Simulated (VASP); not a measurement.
# SrO (sol2) (Fm-3m) in VASP: notebook

SrO (sol2) is run at these levels: PBEsol; tasks: single point, relaxation of the atoms.

Program: VASP 6.6.1. These are calculated values, not measurements. Logs are shortened: lines on timing, memory, paths and dates and some standing lists are left out, and cuts for length are marked.

## Step 1: The cell of the first run

It takes space group Fm-3m (No. 225, cubic). Conventional cell: a = 5.071 Å, b = 5.071 Å, c = 5.071 Å, α = 90.00°, β = 90.00°, γ = 90.00°. Within 3.3 Å of Sr (site symmetry m-3m) lie 6 O at 2.54 Å. Within 3.3 Å of O (site symmetry m-3m) lie 6 Sr at 2.54 Å.

## Step 2: Single point, PBEsol (strained cell)

INCAR reads:

```
PREC = Accurate ; ENCUT = 600
EDIFF = 1E-6 ; ISMEAR = 0
SIGMA = 0.02 ; LREAL = F
LASPH = T ; NELM = 120
ALGO = Normal ; ISIF = 2
LWAVE = F ; LCHARG = T
GGA = PS ; LELF = T
LVHAR = T ; NBANDS = 15
GGA_COMPAT = F
```

KPOINTS reads:

```
regular mesh
0
Gamma
  6 6 6
```

POSCAR reads:

```
SrO
1.0
    0.0000000000      2.5355896376      2.5355896376
    2.5355896376      0.0000000000      2.5355896376
    2.5355896376      2.5355896376      0.0000000000
Sr O
1 1
Direct
    0.0000000000      0.0000000000      0.0000000000
    0.5000000000      0.5000000000      0.5000000000
```

Potentials or basis: VASP PAW PBE potentials, release 64 (Sr_sv, O).

Run with:

```bash
cat potpaw_PBE.64/Sr_sv/POTCAR potpaw_PBE.64/O/POTCAR > POTCAR
mpirun -np 1 vasp_std > vasp.out
```

OUTCAR:

```text
PREC = Accurate
   ENCUT = 600
   EDIFF = 1E-6
   ISMEAR = 0
   LREAL = F
   LASPH = T
   NELM = 120
   ISIF = 2
   GGA = PS

 ion  position               nearest neighbor table
   1  0.000  0.000  0.000-   2 2.54   2 2.54   2 2.54   2 2.54   2 2.54   2 2.54
   2  0.500  0.500  0.500-   1 2.54   1 2.54   1 2.54   1 2.54   1 2.54   1 2.54

  LATTYP: Found a face centered cubic cell.
 ALAT       =     5.0711792752

  Lattice vectors:

 A1 = (   0.0000000000,   2.5355896376,   2.5355896376)
 A2 = (   2.5355896376,   0.0000000000,   2.5355896376)
 A3 = (   2.5355896376,   2.5355896376,   0.0000000000)

Analysis of symmetry for initial positions (statically):
=====================================================================
 Subroutine PRICEL returns:
 Original cell was already a primitive cell.

 Routine SETGRP: Setting up the symmetry group for a
 face centered cubic supercell.

 Subroutine GETGRP returns: Found 48 space group operations
[... 9 lines left out ...]

 Routine SETGRP: Setting up the symmetry group for a
 face centered cubic supercell.

 Subroutine GETGRP returns: Found 48 space group operations
[... 11 lines left out ...]
                                     Primitive cell

  volume of cell :      32.6037

  direct lattice vectors                    reciprocal lattice vectors
     0.000000000  2.535589638  2.535589638    -0.197192792  0.197192792  0.197192792
     2.535589638  0.000000000  2.535589638     0.197192792 -0.197192792  0.197192792
     2.535589638  2.535589638  0.000000000     0.197192792  0.197192792 -0.197192792

  length of vectors
     3.585865254  3.585865254  3.585865254     0.341547935  0.341547935  0.341547935

  position of ions in fractional coordinates (direct lattice)
     0.000000000  0.000000000  0.000000000
     0.500000000  0.500000000  0.500000000

  ion indices of the primitive-cell ions
   primitive index   ion index
                 1           1
                 2           2

----------------------------------------------------------------------------------------

 KPOINTS: regular mesh

Automatic generation of k-mesh.
 Grid dimensions read from file:
 generate k-points for:    6    6    6

 Generating k-lattice:

  Cartesian coordinates                     Fractional coordinates (reciprocal lattice)
    -0.032865465  0.032865465  0.032865465     0.166666667  0.000000000  0.000000000
     0.032865465 -0.032865465  0.032865465     0.000000000  0.166666667  0.000000000
     0.032865465  0.032865465 -0.032865465     0.000000000  0.000000000  0.166666667

  Length of vectors
     0.056924656  0.056924656  0.056924656

  Shift w.r.t. Gamma in fractional coordinates (k-lattice)
     0.000000000  0.000000000  0.000000000

 Subroutine IBZKPT returns following result:
 ===========================================

 Found     16 irreducible k-points:

 Following reciprocal coordinates:
            Coordinates               Weight
  0.000000  0.000000  0.000000      1.000000
  0.166667  0.000000  0.000000      8.000000
  0.333333  0.000000  0.000000      8.000000
  0.500000  0.000000  0.000000      4.000000
  0.166667  0.166667  0.000000      6.000000
  0.333333  0.166667  0.000000     24.000000
[... 8 lines left out ...]
 -0.333333  0.333333  0.166667     24.000000
 -0.333333  0.500000  0.166667     12.000000
   k-points           NKPTS =     16   k-points in BZ     NKDIM =     16   number of bands    NBANDS=     15
   number of dos      NEDOS =    301   number of ions     NIONS =      2
   total plane-waves  NPLWV =  27000
   dimension x,y,z NGX =    30 NGY =   30 NGZ =   30
   dimension x,y,z NGXF=    60 NGYF=   60 NGZF=   60
   ions per type =               1   1
   NGX,Y,Z   is equivalent  to a cutoff of  13.91, 13.91, 13.91 a.u.
   NGXF,Y,Z  is equivalent  to a cutoff of  27.82, 27.82, 27.82 a.u.
 SYSTEM =  unknown system
   PREC   = accura    normal or accurate (medium, high low for compatibility)
   ISTART =      0    job   : 0-new  1-cont  2-samecut
   ICHARG =      2    charge: 1-file 2-atom 10-const
   ISPIN  =      1    spin polarized calculation?
   LNONCOLLINEAR =      F non collinear calculations
   LSORBIT =      F    spin-orbit coupling
   LASPH  =      T    aspherical Exc in radial PAW
   ENCUT  =  600.0 eV  44.10 Ry    6.64 a.u.   7.16  7.16  7.16*2*pi/ulx,y,z
   NELM   =    120;   NELMIN=  2; NELMDL= -5     # of ELM steps
   EDIFF  = 0.1E-05   stopping-criterion for ELM
   LREAL  =      F    real-space projection
   EDIFFG = 0.1E-04   stopping-criterion for IOM
   NSW    =      0    number of steps for IOM
   IBRION =     -1    ionic relax: 0-MD 1-quasi-New 2-CG
   NFREE  =      0    steps in history (QN), initial steepest desc. (CG)
   ISIF   =      2    stress and relaxation
   ISYM   =      2    0-nonsym 1-usesym 2-fastsym
   POTIM  = 0.5000    time-step for ionic-motion
   TEBEG  =    0.0;   TEEND  =   0.0 temperature during run
   PSTRESS=    0.0 pullay stress
   NELECT =      16.0000    total number of electrons
   NUPDOWN=      -1.0000    fix difference up-down
   EMIN   =  10.00;   EMAX   =-10.00  energy-range for DOS
   EFERMI =   0.00;   METHOD = LEGACY
   ISMEAR =     0;   SIGMA  =   0.02  broadening in eV -4-tet -1-fermi 0-gaus
   EFERMI_NEDOS =   21; number of points for ismear=-14 and -15
   IALGO  =     38    algorithm
   IMIX   =      4    mixing-type and parameters
     AMIX     =   0.40;   BMIX     =  1.00
     AMIX_MAG =   1.60;   BMIX_MAG =  1.00
  volume/ion in A,a.u.               =      16.30       110.01
  Fermi-wavevector in a.u.,A,eV,Ry     =   1.291296  2.440196 22.686977  1.667446
  Thomas-Fermi vector in A             =   2.423075
   LORBIT       =      0    0 simple, 1 ext, 2 COOP (PROOUT), +10 PAW based schemes
   GGA     = PS    functional components
   LHFCALC =     F    Hartree Fock is set to
   AEXX    =    0.0000 exact exchange contribution
   IVDW    =     0    specifies the selected vdW correction
   LEPSILON=     F    determine dielectric tensor
   LRPA    =     F    only Hartree local field effects (RPA)
 non-spin polarized calculation
 Gauss-broadening in eV      SIGMA  =   0.02
  energy-cutoff  :      600.00
  volume of cell :       32.60
 maximum number of plane-waves:      1113
 NGX is ok and might be reduce to    30
   NGX = 15   NGY = 15   NGZ = 15

 number of electron      15.9999999 magnetization

 Free energy of the ion-electron system (eV)
  ---------------------------------------------------
  ext. energy  EPLUGINS =         0.00000000
  ---------------------------------------------------
  free energy    TOTEN  =       -12.62633979 eV

  energy without entropy =      -12.62633979  energy(sigma->0) =      -12.62633979

 E-fermi :   1.8480     XC(G=0): -10.4782

 val. band max:        1.6893269424   @ k =   0.0000   0.0000   0.0000
 cond. band min:       4.8106661427   @ k =   0.5000   0.5000   0.0000
 fundamental gap:      3.1213392003
 Fermi energy:         1.8480481733

 k-point     1 :       0.0000    0.0000    0.0000
  band No.  band energies     occupation
      1     -30.4092      2.00000
      2     -13.3614      2.00000
      3     -12.0141      2.00000
      4     -12.0141      2.00000
      5     -12.0141      2.00000
      6       1.6893      2.00000
      7       1.6893      2.00000
      8       1.6893      2.00000
      9       5.8123      0.00000
     10       7.9362      0.00000
     11       7.9362      0.00000
     12       7.9362      0.00000
     13      10.2282      0.00000
     14      10.2282      0.00000
     15      14.3705      0.00000

 k-point     2 :       0.1667    0.0000    0.0000
  band No.  band energies     occupation
      1     -30.3672      2.00000
      2     -13.9343      2.00000
      3     -12.0375      2.00000
      4     -12.0375      2.00000
      5     -11.5413      2.00000
      6       0.9225      2.00000
      7       1.3287      2.00000
      8       1.3287      2.00000
      9       7.0071      0.00000
     10       7.7186      0.00000
     11       8.5034      0.00000
     12       8.5034      0.00000
     13      10.9842      0.00000
     14      10.9842      0.00000
     15      16.1425      0.00000

 k-point     3 :       0.3333    0.0000    0.0000
  band No.  band energies     occupation
      1     -30.2817      2.00000
      2     -14.6764      2.00000
      3     -12.0832      2.00000
      4     -12.0832      2.00000
      5     -11.0002      2.00000
      6      -0.1703      2.00000
      7       0.7172      2.00000
      8       0.7172      2.00000
      9       7.9434      0.00000
     10       9.1807      0.00000
     11       9.8886      0.00000
     12       9.8886      0.00000
     13      12.6669      0.00000
     14      12.6669      0.00000
     15      17.9862      0.00000

 k-point     4 :       0.5000    0.0000    0.0000
  band No.  band energies     occupation
      1     -30.2381      2.00000
      2     -14.9741      2.00000
      3     -12.1056      2.00000
      4     -12.1056      2.00000
      5     -10.8029      2.00000
      6      -0.6187      2.00000
      7       0.4504      2.00000
      8       0.4504      2.00000
      9       8.3581      0.00000
     10      10.3116      0.00000
     11      10.7740      0.00000
     12      10.7740      0.00000
     13      14.0604      0.00000
     14      14.0604      0.00000
     15      17.0623      0.00000
[... 163 lines left out ...]
 k-point    14 :       0.5000    0.3333    0.1667
  band No.  band energies     occupation
      1     -30.2279      2.00000
      2     -14.4087      2.00000
      3     -12.5062      2.00000
      4     -12.3103      2.00000
      5     -11.3747      2.00000
      6       0.2919      2.00000
      7       0.8033      2.00000
      8       1.3401      2.00000
      9       6.7109      0.00000
     10       9.0965      0.00000
     11      10.7600      0.00000
     12      11.3724      0.00000
     13      12.8571      0.00000
     14      14.1789      0.00000
     15      16.4123      0.00000

 k-point    15 :      -0.3333    0.3333    0.1667
  band No.  band energies     occupation
      1     -30.1998      2.00000
      2     -14.3971      2.00000
      3     -12.6418      2.00000
      4     -12.4771      2.00000
      5     -11.3357      2.00000
      6       0.2778      2.00000
      7       1.0062      2.00000
      8       1.0815      2.00000
      9       7.9516      0.00000
     10       8.0742      0.00000
     11      10.9925      0.00000
     12      12.0990      0.00000
     13      13.5543      0.00000
     14      15.0650      0.00000
     15      15.8023      0.00000

 k-point    16 :      -0.3333    0.5000    0.1667
  band No.  band energies     occupation
      1     -30.1875      2.00000
      2     -13.9454      2.00000
      3     -12.9762      2.00000
      4     -12.6284      2.00000
      5     -11.6365      2.00000
      6       0.7486      2.00000
      7       1.2835      2.00000
      8       1.3765      2.00000
      9       6.2842      0.00000
     10       9.3914      0.00000
     11      10.4504      0.00000
     12      13.0644      0.00000
     13      13.2020      0.00000
     14      15.0571      0.00000
     15      15.5883      0.00000

------------------------ aborting loop because EDIFF is reached ----------------------------------------

  FORCE on cell =-STRESS in cart. coord.  units (eV):
  Direction    XX          YY          ZZ          XY          YZ          ZX
  --------------------------------------------------------------------------------------
  -------------------------------------------------------------------------------------
  Total        0.7491575      0.7491575      0.7491575      0.0000000      0.0000000     -0.0000000
  in kB       36.8143218     36.8143218     36.8143218      0.0000000      0.0000000     -0.0000000
  external PRESSURE =      36.8143218 kB  Pullay stress =       0.0000000 kB

 VOLUME and BASIS-vectors are now :
 -----------------------------------------------------------------------------
  energy-cutoff  :      600.00
  volume of cell :       32.60
      direct lattice vectors                 reciprocal lattice vectors
     0.000000000  2.535589638  2.535589638    -0.197192792  0.197192792  0.197192792
     2.535589638  0.000000000  2.535589638     0.197192792 -0.197192792  0.197192792
     2.535589638  2.535589638  0.000000000     0.197192792  0.197192792 -0.197192792

 POSITION                                       TOTAL-FORCE (eV/Angst)
 -----------------------------------------------------------------------------------
      0.00000      0.00000      0.00000         0.000000     -0.000000      0.000000
      2.53559      2.53559      2.53559        -0.000000      0.000000     -0.000000
 -----------------------------------------------------------------------------------
    total drift:                                0.000000      0.000000      0.000000

  FREE ENERGIE OF THE ION-ELECTRON SYSTEM (eV)
  ---------------------------------------------------
  free  energy   TOTEN  =       -12.6263397926 eV

  energy  without entropy=      -12.6263397926  energy(sigma->0) =      -12.62633979
```

It took 6.5 s on 1 thread of Intel Xeon 6975P-C (Granite Rapids), shared host; peak memory 0.17 GiB.

What came out:

| Property | Result |
| --- | --- |
| Free energy | -12.6263 eV |
| Pressure | 3.7 GPa |
| Band gap on the k mesh | 3.12 eV, indirect (least direct gap 3.18 eV) |

Levels at points of the mesh, in eV from the valence-band top:
```
           k point  band 5  band 6  band 7  band 8  band 9  band 10  band 11  band 12
(0.00, 0.00, 0.00)  -13.70    0.00    0.00    0.00    4.12     6.25     6.25     6.25
(0.50, 0.00, 0.00)  -12.49   -2.31   -1.24   -1.24    6.67     8.62     9.08     9.08
(0.50, 0.50, 0.00)  -14.13   -0.36   -0.06   -0.06    3.12     8.08    10.47    10.59
```

Caveat: the cell differs from its parent crystal (strained cell); the PAW data sets were made with another functional, which shifts forces and pressure a little.

## Step 3: Relaxation of the atoms, PBEsol (strained cell)

INCAR reads:

```
SYSTEM = SrO
PREC = Accurate
ENCUT = 520
EDIFF = 1E-7
ISMEAR = 0
SIGMA = 0.02
LREAL = .False.
LASPH = .True.
NELM = 120
ALGO = Normal
ISIF = 2
LWAVE = .False.
LCHARG = .False.
GGA = PS
IBRION = 2
NSW = 60
EDIFFG = -0.002
GGA_COMPAT = .False.
NELMIN = 4
```

KPOINTS reads:

```
regular mesh
0
Gamma
  6 6 6
  0 0 0
```

POSCAR is that of step 2.

Potentials or basis: VASP PAW PBE potentials, release 64 (Sr_sv, O).

Run with:

```bash
cat potpaw_PBE.64/Sr_sv/POTCAR potpaw_PBE.64/O/POTCAR > POTCAR
mpirun -np 1 vasp_std > vasp.out
```

Run time: 4.7 s. Hardware: 1 thread of Intel Xeon 6975P-C (Granite Rapids), shared host; peak memory 0.16 GiB.

Results (log left out):

| Property | Result |
| --- | --- |
| Free energy | -12.6248 eV |
| Pressure after relaxing | 3.8 GPa |
| Band gap on the k mesh | 3.12 eV, indirect (least direct gap 3.18 eV) |

Final structure:
```xyz
2
Lattice="0.0000 2.5356 2.5356 2.5356 0.0000 2.5356 2.5356 2.5356 0.0000" Properties=species:S:1:pos:R:3 pbc="T T T"
Sr    0.0000    0.0000    0.0000
O     2.5356    2.5356    2.5356
```

Levels at points of the mesh, in eV from the valence-band top:
| k point | band 6 | band 7 | band 8 | band 9 | band 10 | band 11 |
| --- | --- | --- | --- | --- | --- | --- |
| (0.00, 0.00, 0.00) | 0.00 | 0.00 | 0.00 | 4.12 | 6.25 | 6.25 |
| (0.50, 0.00, 0.00) | -2.31 | -1.24 | -1.24 | 6.67 | 8.62 | 9.08 |
| (0.50, 0.50, 0.00) | -0.36 | -0.06 | -0.06 | 3.12 | 8.08 | 10.47 |

Caveat: the cell differs from its parent crystal (strained cell); the relaxation stopped at its first step, so nothing moved; the PAW data sets were made with another functional, which shifts forces and pressure a little. A k mesh can miss the band edges.
